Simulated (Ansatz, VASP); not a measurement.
# One calculation of Yb, two programs

```
Yb
1.0
     3.38780    0.00000    0.00000
     0.00000    3.38780    0.00000
     0.00000    0.00000    3.38780
Yb
1
Direct
  0.00000 0.00000 0.00000
```

Alike in both runs: task single point; functional revPBE; k mesh 10 × 10 × 10; occupations fermi-dirac, width 0.1 eV; no spin polarisation.

```csv
,VASP,Ansatz
version,VASP 6.6.1,Ansatz 0.2.0
potentials or method,"VASP PAW PBE potentials, release 64 (Yb), cutoff 520 eV","plane waves (420 eV) with PAW, scalar-relativistic"
valence electrons in the cell,24,24
```

```csv
,VASP,Ansatz,Ansatz less VASP
pressure (GPa),0.8,1.0,+0.15
```

VASP's potentials were made for PBE, not for revPBE.

Neither program's run includes spin-orbit coupling.
